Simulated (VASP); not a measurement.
A run of VASP 6.6.1 is set up as follows.

INCAR

```
SYSTEM = As
  ALGO = Normal
  EDIFF = 1E-7
  ENCUT = 520
  GGA = PE
  ISIF = 2
  ISMEAR = -1
  LASPH = .True.
  LCHARG = .False.
  LREAL = .False.
  LWAVE = .False.
  NBANDS = 12
  NELM = 80
  PREC = Accurate
  SIGMA = 0.1
```

File KPOINTS:

```
k-points
0
Gamma
  16 16 16
  0 0 0
```

The input POSCAR:

```
As
1.0
    1.1387632627     -0.6574652763      3.7060645853
    0.0000000000      1.3149305526      3.7060645853
   -1.1387632627     -0.6574652763      3.7060645853
As
2
Direct
    0.2499999485      0.2499999485      0.2499999485
   -0.2499999485     -0.2499999485     -0.2499999485
```

Potentials or basis: VASP PAW PBE potentials, release 64 (As).

The run is started by

```bash
$ cat potpaw_PBE.64/As/POTCAR > POTCAR
$ mpirun -np 1 vasp_std > vasp.out
```

Predict the pressure.

429.3 GPa.

Estimate the band gap on the k mesh.

zero (band 5 reaches 31.55 eV, above the bottom of band 6 at 14.62 eV).

Stress tensor (GPa, compression positive):
```
429.29   0.00   0.00
  0.00 429.29   0.00
  0.00   0.00 429.38
```
